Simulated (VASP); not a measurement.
# CrO2 (Cm) in VASP: single point with PBEsol

Aim: the single point of CrO2 with PBEsol.

Everything below comes from runs of VASP 6.6.1. Logs are shortened: lines on timing, memory, paths and dates and some standing lists are left out, and cuts for length are marked.

## Step 1: The cell of the first run

It takes space group Cm (No. 8, monoclinic). The conventional cell has a = 4.948 Å, b = 2.857 Å, c = 4.871 Å, α = 90.00°, β = 90.00°, γ = 90.00°. Cr (site symmetry m) has 6 O at 1.88 to 1.91 Å within 2.5 Å. O (site symmetry m) has 3 Cr at 1.90 Å and 3 O at 2.50 to 2.52 Å within 2.6 Å. Within 2.6 Å of O (site symmetry m) lie 3 Cr at 1.88 to 1.91 Å and 3 O at 2.50 to 2.52 Å.

## Step 2: Single point, PBEsol, collinear spin, ferromagnetic start (atom 3 (O) moved 0.02 Å along y)

INCAR

```
ALGO = Normal
EDIFF = 1E-6
ENCUT = 520
GGA = PS
ISIF = 2
ISMEAR = 0
ISPIN = 2
LASPH = T
LCHARG = T
LELF = T
LMAXMIX = 4
LORBIT = 11
LREAL = F
LVHAR = T
LWAVE = F
MAGMOM = 1.87 0 0
NBANDS = 23
NELM = 150
PREC = Accurate
SIGMA = 0.05
```

KPOINTS

```
k-points
0
Gamma
  12 12 6
```

POSCAR

```
CrO2
1.0
    2.8569239495      0.0000000000      0.0000000000
   -1.4284619747      2.4741687169      0.0000000000
    0.0000000000      0.0000000000      4.8711828256
Cr O
1 2
Direct
    0.0000000000      0.0000000000      0.0000000000
    0.3333333333      0.6666666667      0.1938880501
    0.6707084282      0.3414168564      0.8061119499
```

Potentials or basis: VASP PAW PBE potentials, release 64 (Cr_pv, O).

On the command line:

```console
> cat potpaw_PBE.64/Cr_pv/POTCAR potpaw_PBE.64/O/POTCAR > POTCAR
> mpirun -np 1 vasp_std > vasp.out
```

OUTCAR:

```text
EDIFF = 1E-6
   ENCUT = 520
   GGA = PS
   ISIF = 2
   ISMEAR = 0
   ISPIN = 2
   LASPH = T
   LORBIT = 11
   LREAL = F
   NELM = 150
   PREC = Accurate

 ion  position               nearest neighbor table
   1  0.000  0.000  0.000-   3 1.88   2 1.90   2 1.90   2 1.90   3 1.91   3 1.91
   2  0.333  0.667  0.194-   1 1.90   1 1.90   1 1.90
   3  0.671  0.341  0.806-   1 1.88   1 1.91   1 1.91

  LATTYP: Found a hexagonal cell.
 ALAT       =     2.8569239495
 C/A-ratio  =     1.7050446255

  Lattice vectors:

 A1 = (   2.8569239495,   0.0000000000,   0.0000000000)
 A2 = (  -1.4284619747,   2.4741687169,   0.0000000000)
 A3 = (   0.0000000000,   0.0000000000,   4.8711828256)

Analysis of symmetry for initial positions (statically):
=====================================================================
 Subroutine PRICEL returns:
 Original cell was already a primitive cell.

 Routine SETGRP: Setting up the symmetry group for a
 hexagonal supercell.

 Subroutine GETGRP returns: Found  2 space group operations
 (whereof  2 operations were pure point group operations)
 out of a pool of 24 trial point group operations.

The static configuration has the point symmetry C_1h.

Analysis of symmetry for dynamics (positions and initial velocities):
=====================================================================
 Subroutine PRICEL returns:
 Original cell was already a primitive cell.

 Routine SETGRP: Setting up the symmetry group for a
 hexagonal supercell.

 Subroutine GETGRP returns: Found  2 space group operations
 (whereof  2 operations were pure point group operations)
 out of a pool of 24 trial point group operations.

The dynamic configuration has the point symmetry C_1h.

Analysis of structural, dynamic, and magnetic symmetry:
=====================================================================
 Subroutine PRICEL returns:
 Original cell was already a primitive cell.

 Routine SETGRP: Setting up the symmetry group for a
 hexagonal supercell.

 Subroutine GETGRP returns: Found  2 space group operations
 (whereof  2 operations were pure point group operations)
 out of a pool of 24 trial point group operations.

The overall configuration has the point symmetry C_1h.

 Subroutine INISYM returns: Found  2 space group operations
 (whereof  2 operations are pure point group operations),
 and found     1 'primitive' translations

----------------------------------------------------------------------------------------
[... 120 lines left out ...]
   GGA     = PS    functional components
   LHFCALC =     F    Hartree Fock is set to
   AEXX    =    0.0000 exact exchange contribution
   IVDW    =     0    specifies the selected vdW correction
   LEPSILON=     F    determine dielectric tensor
   LRPA    =     F    only Hartree local field effects (RPA)
 spin polarized calculation
 Gauss-broadening in eV      SIGMA  =   0.05
  energy-cutoff  :      520.00
  volume of cell :       34.43
 maximum number of plane-waves:       942
 NGX is ok and might be reduce to    24
   NGX = 11   NGY = 11   NGZ = 19

 number of electron      23.9999989 magnetization       1.9999238

 Free energy of the ion-electron system (eV)
  ---------------------------------------------------
  ext. energy  EPLUGINS =         0.00000000
  ---------------------------------------------------
  free energy    TOTEN  =       -25.95987501 eV

  energy without entropy =      -25.95808212  energy(sigma->0) =      -25.95897856

 E-fermi :   3.3363     XC(G=0): -10.6249

 val. band max:        3.3176151731   @ k =   0.5000   0.0000   0.0000
 cond. band min:       3.3371873513   @ k =  -0.0833   0.5000   0.5000
 fundamental gap:      0.0195721782
 Fermi energy:         3.3362658278

 spin component 1

 k-point     1 :       0.0000    0.0000    0.0000
  band No.  band energies     occupation
      1     -41.3409      1.00000
      2     -41.2366      1.00000
      3     -41.2329      1.00000
      4     -16.4944      1.00000
      5     -14.2046      1.00000
      6      -3.0358      1.00000
[... 613 lines left out ...]
     22      19.9040      0.00000
     23      21.1237      0.00000

 [... further k-points ...]

 spin component 2

 k-point     1 :       0.0000    0.0000    0.0000
  band No.  band energies     occupation
      1     -39.1718      1.00000
      2     -39.1145      1.00000
      3     -39.0976      1.00000
      4     -16.4663      1.00000
      5     -14.2329      1.00000
      6      -2.5962      1.00000
[... 613 lines left out ...]
     22      20.4932      0.00000
     23      21.5279      0.00000

 [... further k-points ...]

------------------------ aborting loop because EDIFF is reached ----------------------------------------

  FORCE on cell =-STRESS in cart. coord.  units (eV):
  Direction    XX          YY          ZZ          XY          YZ          ZX
  --------------------------------------------------------------------------------------
  -------------------------------------------------------------------------------------
  Total        0.1016603      0.2539367      0.0653662      0.0000000      0.2484640      0.0000000
  in kB        4.7304161     11.8160866      3.0415955      0.0000000     11.5614320      0.0000000
  external PRESSURE =       6.5293661 kB  Pullay stress =       0.0000000 kB

 VOLUME and BASIS-vectors are now :
 -----------------------------------------------------------------------------
  energy-cutoff  :      520.00
  volume of cell :       34.43
      direct lattice vectors                 reciprocal lattice vectors
     2.856923950  0.000000000  0.000000000     0.350026818  0.202088078  0.000000000
    -1.428461975  2.474168717  0.000000000     0.000000000  0.404176155  0.000000000
     0.000000000  0.000000000  4.871182826     0.000000000  0.000000000  0.205288948

 POSITION                                       TOTAL-FORCE (eV/Angst)
 -----------------------------------------------------------------------------------
      0.00000      0.00000      0.00000         0.000000      0.110698      0.006875
     -0.00000      1.64945      0.94446         0.000000      0.076821      0.057985
      1.42846      0.84472      3.92672        -0.000000     -0.187519     -0.064860
 -----------------------------------------------------------------------------------
    total drift:                                0.000001      0.000158      0.000023

  FREE ENERGIE OF THE ION-ELECTRON SYSTEM (eV)
  ---------------------------------------------------
  free  energy   TOTEN  =       -25.9598750063 eV

  energy  without entropy=      -25.9580821190  energy(sigma->0) =      -25.95897856

 total charge

# of ion       s       p       d       tot
------------------------------------------
    1        0.364   6.485   4.125  10.975
    2        1.577   3.421   0.000   4.997
    3        1.577   3.421   0.000   4.997
--------------------------------------------------
tot          3.518  13.327   4.125  20.970

 magnetization (x)

# of ion       s       p       d       tot
------------------------------------------
    1        0.023   0.021   1.991   2.035
    2        0.000  -0.046   0.000  -0.046
    3        0.000  -0.047   0.000  -0.046
--------------------------------------------------
tot          0.023  -0.072   1.991   1.942
```

It took 5 min on 1 thread of Intel Xeon Platinum 8259CL at 2.50GHz (Skylake/Cascade Lake), shared host; peak memory 0.38 GiB.

Results:

```yaml
Free_energy: -25.9599 eV
Pressure: 0.7 GPa
Largest_force: 0.198 eV/Å
Band_gap_on_the_k_mesh: zero (filled and empty bands overlap)
Net_moment: 2.00 μB per cell
Site_moments: Cr +2.04; O -0.05 μB
Valence_electrons_inside_the_program's_atomic_spheres: Cr 10.97; O 5.00
```

Forces in eV/Å, atoms in the order of the input:
```
Cr   0.000  0.111  0.007
O    0.000  0.077  0.058
O    0.000 -0.188 -0.065
```

Stress tensor (GPa, compression positive):
```
0.47 0.00 0.00
0.00 1.18 1.16
0.00 1.16 0.30
```

Caveat: the cell differs from its parent crystal (atom 3 (O) moved 0.02 Å along y); an empty level that is flat over the whole mesh can mark a ghost state of the potentials, or a narrow d or f band; the PAW data sets were made with another functional, which shifts forces and pressure a little; a cell with one magnetic atom can't hold antiferromagnetic order, which such compounds often take; semilocal functionals often make such compounds metallic where correlation or magnetic order opens a gap, which also shifts bond lengths.
